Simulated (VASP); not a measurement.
# BiB (F-43m) in VASP: further runs

The runs below take BiB through single point, with PBE.

Everything below comes from runs of VASP 6.6.1. Logs are shortened: lines on timing, memory, paths and dates and some standing lists are left out, and cuts for length are marked.

## (1) The cell of the first run

The structure is cubic, space group F-43m (No. 216). The conventional cell has a = 5.407 Å, b = 5.407 Å, c = 5.407 Å, α = 90.00°, β = 90.00°, γ = 90.00°. B (site symmetry -43m) has 4 Bi at 2.34 Å within 3.1 Å. Bi (site symmetry -43m) has 4 B at 2.34 Å within 3.1 Å.

## (2) Single point, PBE (volume changed by -6%)

File INCAR:

```
PREC = Accurate
ENCUT = 520
EDIFF = 1E-6
ISMEAR = 0
SIGMA = 0.01
LREAL = F
LASPH = T
NELM = 60
ALGO = Normal
ISIF = 2
LWAVE = F
LCHARG = F
GGA = PE
NBANDS = 16
```

File KPOINTS:

```
regular mesh
0
Gamma
  6 6 6
```

File POSCAR:

```
BiB
1.0
    0.0000000000      2.7036840963      2.7036840963
    2.7036840963      0.0000000000      2.7036840963
    2.7036840963      2.7036840963      0.0000000000
B Bi
1 1
Direct
    0.0000000000      0.0000000000      0.0000000000
    0.2500000000      0.2500000000      0.2500000000
```

Potentials or basis: VASP PAW PBE potentials, release 64 (B, Bi_d).

Launch:

```console
$ cat potpaw_PBE.64/B/POTCAR potpaw_PBE.64/Bi_d/POTCAR > POTCAR
$ mpirun -np 1 vasp_std > vasp.out
```

OUTCAR:

```text
PREC = Accurate
   ENCUT = 520
   EDIFF = 1E-6
   ISMEAR = 0
   LREAL = F
   LASPH = T
   NELM = 60
   ISIF = 2
   GGA = PE

 ion  position               nearest neighbor table
   1  0.000  0.000  0.000-   2 2.34   2 2.34   2 2.34   2 2.34
   2  0.250  0.250  0.250-   1 2.34   1 2.34   1 2.34   1 2.34

  LATTYP: Found a face centered cubic cell.
 ALAT       =     5.4073681926

  Lattice vectors:

 A1 = (   0.0000000000,   2.7036840963,   2.7036840963)
 A2 = (   2.7036840963,   0.0000000000,   2.7036840963)
 A3 = (   2.7036840963,   2.7036840963,   0.0000000000)

Analysis of symmetry for initial positions (statically):
=====================================================================
 Subroutine PRICEL returns:
 Original cell was already a primitive cell.

 Routine SETGRP: Setting up the symmetry group for a
 face centered cubic supercell.

 Subroutine GETGRP returns: Found 24 space group operations
 (whereof 24 operations were pure point group operations)
 out of a pool of 48 trial point group operations.

The static configuration has the point symmetry T_d .

Analysis of symmetry for dynamics (positions and initial velocities):
=====================================================================
 Subroutine PRICEL returns:
 Original cell was already a primitive cell.

 Routine SETGRP: Setting up the symmetry group for a
 face centered cubic supercell.

 Subroutine GETGRP returns: Found 24 space group operations
 (whereof 24 operations were pure point group operations)
 out of a pool of 48 trial point group operations.

The dynamic configuration has the point symmetry T_d .

 Subroutine INISYM returns: Found 24 space group operations
 (whereof 24 operations are pure point group operations),
 and found     1 'primitive' translations

----------------------------------------------------------------------------------------

                                     Primitive cell

  volume of cell :      39.5274

  direct lattice vectors                    reciprocal lattice vectors
     0.000000000  2.703684096  2.703684096    -0.184932848  0.184932848  0.184932848
     2.703684096  0.000000000  2.703684096     0.184932848 -0.184932848  0.184932848
     2.703684096  2.703684096  0.000000000     0.184932848  0.184932848 -0.184932848

  length of vectors
     3.823586717  3.823586717  3.823586717     0.320313089  0.320313089  0.320313089

  position of ions in fractional coordinates (direct lattice)
     0.000000000  0.000000000  0.000000000
     0.250000000  0.250000000  0.250000000

  ion indices of the primitive-cell ions
   primitive index   ion index
                 1           1
                 2           2

----------------------------------------------------------------------------------------

 KPOINTS: regular mesh

Automatic generation of k-mesh.
 Grid dimensions read from file:
 generate k-points for:    6    6    6

 Generating k-lattice:

  Cartesian coordinates                     Fractional coordinates (reciprocal lattice)
    -0.030822141  0.030822141  0.030822141     0.166666667  0.000000000  0.000000000
     0.030822141 -0.030822141  0.030822141     0.000000000  0.166666667  0.000000000
     0.030822141  0.030822141 -0.030822141     0.000000000  0.000000000  0.166666667

  Length of vectors
     0.053385515  0.053385515  0.053385515

  Shift w.r.t. Gamma in fractional coordinates (k-lattice)
     0.000000000  0.000000000  0.000000000

 Subroutine IBZKPT returns following result:
 ===========================================

 Found     16 irreducible k-points:

 Following reciprocal coordinates:
            Coordinates               Weight
  0.000000  0.000000  0.000000      1.000000
  0.166667  0.000000  0.000000      8.000000
  0.333333  0.000000  0.000000      8.000000
  0.500000  0.000000  0.000000      4.000000
  0.166667  0.166667  0.000000      6.000000
  0.333333  0.166667  0.000000     24.000000
[... 8 lines left out ...]
 -0.333333  0.333333  0.166667     24.000000
 -0.333333  0.500000  0.166667     12.000000
   k-points           NKPTS =     16   k-points in BZ     NKDIM =     16   number of bands    NBANDS=     16
   number of dos      NEDOS =    301   number of ions     NIONS =      2
   total plane-waves  NPLWV =  21952
   dimension x,y,z NGX =    28 NGY =   28 NGZ =   28
   dimension x,y,z NGXF=    56 NGYF=   56 NGZF=   56
   ions per type =               1   1
   NGX,Y,Z   is equivalent  to a cutoff of  12.17, 12.17, 12.17 a.u.
   NGXF,Y,Z  is equivalent  to a cutoff of  24.35, 24.35, 24.35 a.u.
 SYSTEM =  unknown system
   PREC   = accura    normal or accurate (medium, high low for compatibility)
   ISTART =      0    job   : 0-new  1-cont  2-samecut
   ICHARG =      2    charge: 1-file 2-atom 10-const
   ISPIN  =      1    spin polarized calculation?
   LNONCOLLINEAR =      F non collinear calculations
   LSORBIT =      F    spin-orbit coupling
   LASPH  =      T    aspherical Exc in radial PAW
   ENCUT  =  520.0 eV  38.22 Ry    6.18 a.u.   7.11  7.11  7.11*2*pi/ulx,y,z
   NELM   =     60;   NELMIN=  2; NELMDL= -5     # of ELM steps
   EDIFF  = 0.1E-05   stopping-criterion for ELM
   LREAL  =      F    real-space projection
   EDIFFG = 0.1E-04   stopping-criterion for IOM
   NSW    =      0    number of steps for IOM
   IBRION =     -1    ionic relax: 0-MD 1-quasi-New 2-CG
   NFREE  =      0    steps in history (QN), initial steepest desc. (CG)
   ISIF   =      2    stress and relaxation
   ISYM   =      2    0-nonsym 1-usesym 2-fastsym
   POTIM  = 0.5000    time-step for ionic-motion
   TEBEG  =    0.0;   TEEND  =   0.0 temperature during run
   PSTRESS=    0.0 pullay stress
   NELECT =      18.0000    total number of electrons
   NUPDOWN=      -1.0000    fix difference up-down
   EMIN   =  10.00;   EMAX   =-10.00  energy-range for DOS
   EFERMI =   0.00;   METHOD = LEGACY
   ISMEAR =     0;   SIGMA  =   0.01  broadening in eV -4-tet -1-fermi 0-gaus
   EFERMI_NEDOS =   21; number of points for ismear=-14 and -15
   IALGO  =     38    algorithm
   IMIX   =      4    mixing-type and parameters
     AMIX     =   0.40;   BMIX     =  1.00
     AMIX_MAG =   1.60;   BMIX_MAG =  1.00
  volume/ion in A,a.u.               =      19.76       133.37
  Fermi-wavevector in a.u.,A,eV,Ry     =   1.259504  2.380118 21.583623  1.586352
  Thomas-Fermi vector in A             =   2.393061
   LORBIT       =      0    0 simple, 1 ext, 2 COOP (PROOUT), +10 PAW based schemes
   GGA     = PE    functional components
   LHFCALC =     F    Hartree Fock is set to
   AEXX    =    0.0000 exact exchange contribution
   IVDW    =     0    specifies the selected vdW correction
   LEPSILON=     F    determine dielectric tensor
   LRPA    =     F    only Hartree local field effects (RPA)
 non-spin polarized calculation
 Gauss-broadening in eV      SIGMA  =   0.01
  energy-cutoff  :      520.00
  volume of cell :       39.53
 maximum number of plane-waves:      1090
   NGX = 15   NGY = 15   NGZ = 15

 number of electron      18.0000002 magnetization

 Free energy of the ion-electron system (eV)
  ---------------------------------------------------
  ext. energy  EPLUGINS =         0.00000000
  ---------------------------------------------------
  free energy    TOTEN  =        -8.92733502 eV

  energy without entropy =       -8.92733502  energy(sigma->0) =       -8.92733502

 E-fermi :   7.7424     XC(G=0): -10.2327

 val. band max:        7.6976338702   @ k =   0.0000   0.0000   0.0000
 cond. band min:       8.2777872856   @ k =   0.5000   0.0000   0.0000
 fundamental gap:      0.5801534155
 Fermi energy:         7.7423559701

 k-point     1 :       0.0000    0.0000    0.0000
  band No.  band energies     occupation
      1     -15.5335      2.00000
      2     -15.5335      2.00000
      3     -15.5335      2.00000
      4     -15.4348      2.00000
      5     -15.4348      2.00000
      6      -6.8090      2.00000
[... 8 lines left out ...]
     15      18.3197      0.00000
     16      18.3197      0.00000

 k-point     2 :       0.1667    0.0000    0.0000
  band No.  band energies     occupation
      1     -15.5316      2.00000
      2     -15.5218      2.00000
      3     -15.5218      2.00000
      4     -15.4337      2.00000
      5     -15.4337      2.00000
      6      -6.4373      2.00000
[... 8 lines left out ...]
     15      17.2092      0.00000
     16      17.2092      0.00000

 k-point     3 :       0.3333    0.0000    0.0000
  band No.  band energies     occupation
      1     -15.5287      2.00000
      2     -15.5072      2.00000
      3     -15.5072      2.00000
      4     -15.4224      2.00000
      5     -15.4224      2.00000
      6      -5.4256      2.00000
[... 8 lines left out ...]
     15      17.6690      0.00000
     16      17.6690      0.00000

 k-point     4 :       0.5000    0.0000    0.0000
  band No.  band energies     occupation
      1     -15.5277      2.00000
      2     -15.5047      2.00000
      3     -15.5047      2.00000
      4     -15.4118      2.00000
      5     -15.4118      2.00000
      6      -4.5969      2.00000
[... 8 lines left out ...]
     15      19.1117      0.00000
     16      19.1117      0.00000
[... 172 lines left out ...]
 k-point    14 :       0.5000    0.3333    0.1667
  band No.  band energies     occupation
      1     -15.5404      2.00000
      2     -15.4887      2.00000
      3     -15.4628      2.00000
      4     -15.4470      2.00000
      5     -15.4124      2.00000
      6      -4.5869      2.00000
[... 8 lines left out ...]
     15      19.4345      0.00000
     16      20.0501      0.00000

 k-point    15 :      -0.3333    0.3333    0.1667
  band No.  band energies     occupation
      1     -15.5265      2.00000
      2     -15.4945      2.00000
      3     -15.4559      2.00000
      4     -15.4393      2.00000
      5     -15.4172      2.00000
      6      -3.8930      2.00000
[... 8 lines left out ...]
     15      19.0360      0.00000
     16      20.5065      0.00000

 k-point    16 :      -0.3333    0.5000    0.1667
  band No.  band energies     occupation
      1     -15.5478      2.00000
      2     -15.4667      2.00000
      3     -15.4666      2.00000
      4     -15.4316      2.00000
      5     -15.4111      2.00000
      6      -3.5609      2.00000
[... 8 lines left out ...]
     15      20.0739      0.00000
     16      21.2097      0.00000

------------------------ aborting loop because EDIFF is reached ----------------------------------------

  FORCE on cell =-STRESS in cart. coord.  units (eV):
  Direction    XX          YY          ZZ          XY          YZ          ZX
  --------------------------------------------------------------------------------------
  -------------------------------------------------------------------------------------
  Total        1.2564730      1.2564730      1.2564730      0.0000000      0.0000000     -0.0000000
  in kB       50.9290878     50.9290878     50.9290878      0.0000000      0.0000000     -0.0000000
  external PRESSURE =      50.9290878 kB  Pullay stress =       0.0000000 kB

 VOLUME and BASIS-vectors are now :
 -----------------------------------------------------------------------------
  energy-cutoff  :      520.00
  volume of cell :       39.53
      direct lattice vectors                 reciprocal lattice vectors
     0.000000000  2.703684096  2.703684096    -0.184932848  0.184932848  0.184932848
     2.703684096  0.000000000  2.703684096     0.184932848 -0.184932848  0.184932848
     2.703684096  2.703684096  0.000000000     0.184932848  0.184932848 -0.184932848

 POSITION                                       TOTAL-FORCE (eV/Angst)
 -----------------------------------------------------------------------------------
      0.00000      0.00000      0.00000        -0.000000     -0.000000     -0.000000
      1.35184      1.35184      1.35184         0.000000      0.000000      0.000000
 -----------------------------------------------------------------------------------
    total drift:                                0.000000      0.000000      0.000000

  FREE ENERGIE OF THE ION-ELECTRON SYSTEM (eV)
  ---------------------------------------------------
  free  energy   TOTEN  =        -8.9273350178 eV

  energy  without entropy=       -8.9273350178  energy(sigma->0) =       -8.92733502
```

It took 23 s on 1 thread of AMD EPYC 7R13, shared host; peak memory 0.13 GiB.

What came out:

| Quantity | Value |
| --- | --- |
| Free energy | -8.9273 eV |
| Pressure | 5.1 GPa |
| Band gap on the k mesh | 0.58 eV, indirect (least direct gap 0.62 eV) |

Levels at points of the mesh, in eV from the valence-band top:
```
           k point  band 7  band 8  band 9  band 10  band 11  band 12
(0.00, 0.00, 0.00)    0.00    0.00    0.00     0.62     2.87     2.87
(0.50, 0.00, 0.00)   -7.97   -1.69   -1.69     0.58     4.25     4.25
(0.50, 0.50, 0.00)   -8.05   -3.65   -3.65     0.85     0.95     8.54
```

Caveat: spin-orbit coupling is left out, which moves the levels of the heavy elements.

(Part 1 of 2 ends here.)
